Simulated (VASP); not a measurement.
Wanted: the native input for a VASP 6.6.1 run.

* Task: single point
* Functional: PBE
* Potentials or basis: VASP PAW PBE potentials, release 64 (Si, P)
* Cutoff: 400 eV
* k mesh: 1 × 1 × 1, shifted
* Occupations: fermi-dirac, width 0.05 eV
* Spin: no spin polarisation
* Dipole correction: no
* Mended: yes
* Further INCAR settings: LREAL = Auto; ALGO = Normal; EDIFF = 1e-06; NBANDS = 50; ISYM = -1

The structure of SiP lies in POSCAR:

```
SiP
1.0
    6.2232790000     -0.0106730000     -0.0715470000
   -0.0106730000      5.9163510000     -0.1152730000
   -0.0715470000     -0.1152730000      5.8539670000
Si P
8 8
Direct
    0.6116937750      0.3171923909      0.5320926088
    0.1803717890      0.3894818965      0.6516139922
    0.0945998833      0.9392273269      0.9793435613
    0.2816048951      0.8490160661      0.3434844464
    0.6691814266      0.9204534624      0.8185489183
    0.0402105785      0.5090150247      0.2525602955
    0.7614014165      0.6664864272      0.5020620849
   -0.0161421724      1.0557080565      0.5928855955
    0.9347120896      0.6022413732      0.8733195824
    0.6774302967      0.3262015197      0.9214948313
    0.8535463015      0.1446622450      0.2337036284
    0.6126728870      0.8473330263      0.2090475616
    0.3745744986      0.7242216948      0.6995819910
    0.3549581333      0.1392564095      0.8575930977
    0.3081895218      0.2593176527      0.2996447297
    0.4261290859      0.5455398841      0.0951772152
```

The input as run:

INCAR

```
SYSTEM = SiP
  PREC = Accurate
  ENCUT = 400
  EDIFF = 1E-6
  ISMEAR = -1
  SIGMA = 0.05
  LREAL = Auto
  LASPH = .True.
  NELM = 120
  ALGO = Normal
  ISIF = 2
  LWAVE = .False.
  LCHARG = .False.
  GGA = PE
  ISYM = -1
  NBANDS = 50
  GGA_COMPAT = .False.
```

KPOINTS

```
explicit points
1
Reciprocal
  0.25000000   0.25000000   0.25000000 1
```

Potentials or basis: VASP PAW PBE potentials, release 64 (Si, P).

The run is started by

```bash
$ cat potpaw_PBE.64/Si/POTCAR potpaw_PBE.64/P/POTCAR > POTCAR
$ mpirun -np 1 vasp_std > vasp.out
```

Results of the run:

| Quantity | Value |
| --- | --- |
| Pressure | 18.4 GPa |
| Largest force | 1.381 eV/Å |

Caveat: the atoms stand as in a frame of molecular dynamics.

Wall time 19 s on 1 thread of Intel(R) Xeon(R) Platinum 8259CL CPU @ 2.50GHz (Skylake/Cascade Lake), with other jobs on the host, peak memory 0.23 GiB.
